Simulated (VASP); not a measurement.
Input of a VASP 6.6.1 run:

INCAR

```
PREC     = Accurate       # precision mode
ENCUT    = 520            # plane-wave cutoff, eV
EDIFF    = 1E-6           # SCF threshold, eV
ISMEAR   = 0              # smearing method
SIGMA    = 0.02           # smearing width, eV
LREAL    = F              # projectors in reciprocal space
LASPH    = T              # aspherical terms in the spheres
NELM     = 100            # most SCF steps
ALGO     = Normal         # electronic algorithm
ISIF     = 2              # what is computed and relaxed
LWAVE    = F              # write WAVECAR
LCHARG   = F              # write CHGCAR
GGA      = PS             # functional
NBANDS   = 20             # bands
```

File KPOINTS:

```
regular mesh
0
Gamma
  12 12 2
```

File POSCAR:

```
WSe2
1.0
    3.1394425716      0.0000000000      0.0000000000
   -1.5697212858      2.7188370207      0.0000000000
    0.0000000000      0.0000000000     17.0617409534
W Se
1 2
Direct
    0.0000000000      0.0000000000      0.0000000000
    0.3333333333      0.6666666667      0.1010910841
    0.3333333333      0.6666666667      0.8989089159
```

Potentials or basis: VASP PAW PBE potentials, release 64 (W_sv, Se).

The run is started by

```sh
$ cat potpaw_PBE.64/W_sv/POTCAR potpaw_PBE.64/Se/POTCAR > POTCAR
$ mpirun -np 1 vasp_std > vasp.out
```

Question: Estimate the band gap on the k mesh.

Answer: 1.45 eV (least direct gap 2.14 eV).

Question: Predict the largest force.

Answer: 0.069 eV/Å.

Forces in eV/Å, atoms in the order of the input:
```
W    0.000  0.000  0.000
Se   0.000  0.000  0.069
Se   0.000  0.000 -0.069
```

Caveat: there is no dipole correction, which matters where the two faces differ; the PAW data sets were made with another functional, which shifts forces and pressure a little; spin-orbit coupling is left out, which moves the levels of the heavy elements.
